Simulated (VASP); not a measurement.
Set up this calculation in VASP 6.6.1, as the native input.

| Quantity | Value |
| --- | --- |
| Task | relaxation of the atoms |
| Functional | PBE |
| Potentials or basis | VASP PAW PBE potentials, release 64 (Al, As) |
| Cutoff | 520 eV |
| k mesh | 3 × 3 × 3 |
| Occupations | gaussian, width 0.01 eV |
| Spin | collinear spin, ferromagnetic start |
| Starting moments | [0.0, 0.0, 0.0, 0.25, 0.25, 0.25, 0.25] μB |
| Dipole correction | no |
| Further INCAR settings | ALGO = Normal; EDIFF = 1e-06; IBRION = 2; EDIFFG = -0.025; NSW = 65 |

The structure of Al3As4 (a cell with a defect) lies in POSCAR:

```
Al3As4
1.0
    0.0000000000      5.7279123196      0.0000000000
    0.0000000000      0.0000000000     -5.7279123196
   -5.7279123196      0.0000000000      0.0000000000
Al As
3 4
Direct
    0.0000000000      1.0000000000      0.0000000000
    0.5000000000      0.5000000000      0.0000000000
    0.0000000000      0.5000000000      0.5000000000
    0.7500000000      0.7500000000      0.7500000000
    0.2500000000      0.7500000000      0.2500000000
    0.7500000000      0.2500000000      0.2500000000
    0.2500000000      0.2500000000      0.7500000000
```

These files were run (other wordings do the same):

INCAR

```
ALGO = Normal ; EDIFF = 1E-6
EDIFFG = -0.025 ; ENCUT = 520
GGA = PE ; IBRION = 2
ISIF = 2 ; ISMEAR = 0
ISPIN = 2 ; LASPH = T
LCHARG = F ; LORBIT = 11
LREAL = F ; LWAVE = F
MAGMOM = 0 0 0 0.25 0.25 0.25 0.25 ; NELM = 150
NSW = 65 ; PREC = Accurate
SIGMA = 0.01
```

KPOINTS

```
k-points
0
Gamma
  3 3 3
```

Potentials or basis: VASP PAW PBE potentials, release 64 (Al, As).

Launch:

```bash
$ cat potpaw_PBE.64/Al/POTCAR potpaw_PBE.64/As/POTCAR > POTCAR
$ mpirun -np 1 vasp_std > vasp.out
```

It gave:

```
Energy gained by relaxing                             : 0.5 meV/atom
Ionic steps                                           : 5
Pressure after relaxing                               : -2.2 GPa
Net moment                                            : 0.19 μB per cell
Site moments                                          : Al +0.00; As +0.02 μB
Valence electrons inside the program's atomic spheres : Al 0.76; As 2.76
```

Caveat: the k points lie up to 0.37 Å⁻¹ apart.

Wall time 3.2 min on 1 thread of Intel(R) Xeon(R) Platinum 8488C (Sapphire Rapids) (shared host), peak memory 0.39 GiB.
